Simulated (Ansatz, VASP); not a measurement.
# Two plane-wave programs on SiC

POSCAR

```
SiC
1.0
    0.0000000000      1.9300567830      1.9300567830
    1.9300567830      0.0000000000      1.9300567830
    1.9300567830      1.9300567830      0.0000000000
Si C
1 1
Direct
    0.0000000000      0.0000000000      0.0000000000
    0.5000000000      0.5000000000      0.5000000000
```

File INCAR.step1:

```
PREC = Accurate
ENCUT = 660
ISMEAR = -1
SIGMA = 0.1
LREAL = False
LASPH = True
NELM = 120
NBANDS = 11
GGA = PE
ALGO = Normal
EDIFF = 1E-5
LWAVE = True
LCHARG = False
GGA_COMPAT = False
```

File INCAR.step2:

```
PREC = Accurate
ENCUT = 660
EDIFF = 1E-6
ISMEAR = -1
SIGMA = 0.1
LREAL = False
LASPH = True
NELM = 120
ALGO = Normal
ISIF = 2
LWAVE = False
LCHARG = False
METAGGA = R2SCAN
LMIXTAU = True
NBANDS = 11
ISTART = 1
GGA_COMPAT = False
```

Contents of KPOINTS:

```
Automatic mesh
0
Gamma
  17 17 17
```

Input for Ansatz:

```yaml
crystal:
  lattice:
    - [0.0, 1.930056783, 1.930056783]
    - [1.930056783, 0.0, 1.930056783]
    - [1.930056783, 1.930056783, 0.0]
  atoms:
    - { symbol: Si, position: [0.0, 0.0, 0.0] }
    - { symbol: C, position: [0.5, 0.5, 0.5] }
kpoints:
  mp_grid: { grid: [17, 17, 17] }
scf:
  occupations: { method: fermi_dirac, width: 0.1 }
hamiltonian:
  xc: r2scan
  pseudopotentials: { kind: paw }
output:
  forces: true
  stress: true
  eigenvalues: true
  populations: true
```

Change from the starting cell: volume scaled by 0.88, PAW files.

Alike in both runs: task single point; functional r2SCAN; k mesh 17 × 17 × 17; occupations fermi-dirac, width 0.1 eV; no spin polarisation.

```csv
,VASP,Ansatz
version,VASP 6.6.1,Ansatz 0.2.0
potentials or method,"VASP PAW PBE potentials, release 64 (Si, C)","PAW with Ansatz's default frozen-core files, scalar-relativistic"
plane-wave cutoff (eV),660,500
valence electrons in the cell,8,8
```

```csv
,VASP,Ansatz,Ansatz less VASP
pressure (GPa),45.4,45.4,+0.01
```

VASP's potentials were made for PBE, not for r2SCAN. Both programs put the cell under a high pressure, so it lies far from rest at this level. The functional is the same, so the differences come from potentials, cutoffs and numerics.
